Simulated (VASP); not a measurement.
Set up this calculation in VASP 6.6.1, as the native input.

```yaml
Task: single point
Functional: PBE
Potentials_or_basis: VASP PAW PBE potentials, release 64 (Ni, O)
Cutoff: 520 eV
k_mesh: 11 × 11 × 11
Occupations: fermi-dirac, width 0.05 eV
Spin: collinear spin, ferromagnetic start
Starting_moments: "[1.0, 0.0] μB"
Dipole_correction: no
Further_INCAR_settings: ALGO = Normal; EDIFF = 1e-06; NBANDS = 19
```

The structure of NiO lies in POSCAR:

```
NiO
1.0
    0.0000000000      2.0893078194      2.0893078194
    2.0893078194      0.0000000000      2.0893078194
    2.0893078194      2.0893078194      0.0000000000
Ni O
1 1
Direct
    0.0000000000      0.0000000000      0.0000000000
    0.7500000000      0.7500000000      0.7500000000
```

This cell differs from its parent crystal: volume scaled by 1.04.

One way to write it, as run:

INCAR

```
ALGO     = Normal         # electronic algorithm
EDIFF    = 1E-6           # SCF threshold, eV
ENCUT    = 520            # plane-wave cutoff, eV
GGA      = PE             # functional
ISIF     = 2              # what is computed and relaxed
ISMEAR   = -1             # smearing method
ISPIN    = 2              # spin polarisation
LASPH    = T              # aspherical terms in the spheres
LCHARG   = F              # write CHGCAR
LMAXMIX  = 4              # l up to which the mixer works
LORBIT   = 11             # projections on sites
LREAL    = F              # projectors in reciprocal space
LWAVE    = F              # write WAVECAR
MAGMOM   = 1 0            # initial moments
NBANDS   = 19             # bands
NELM     = 150            # most SCF steps
PREC     = Accurate       # precision mode
SIGMA    = 0.05           # smearing width, eV
```

KPOINTS

```
k-points
0
Gamma
  11 11 11
```

Potentials or basis: VASP PAW PBE potentials, release 64 (Ni, O).

Command:

```bash
$ cat potpaw_PBE.64/Ni/POTCAR potpaw_PBE.64/O/POTCAR > POTCAR
$ mpirun -np 1 vasp_std > vasp.out
```

It gave:

```
Pressure                                              : 46.7 GPa
Net moment                                            : 1.22 μB per cell
Site moments                                          : Ni +0.96; O +0.22 μB
Valence electrons inside the program's atomic spheres : Ni 9.63; O 5.08
```

Caveat: a cell with one magnetic atom can't hold antiferromagnetic order, which such compounds often take.

Wall time 15 s on 1 thread of Intel(R) Xeon(R) 6975P-C (Granite Rapids) (shared host), peak memory 0.17 GiB.
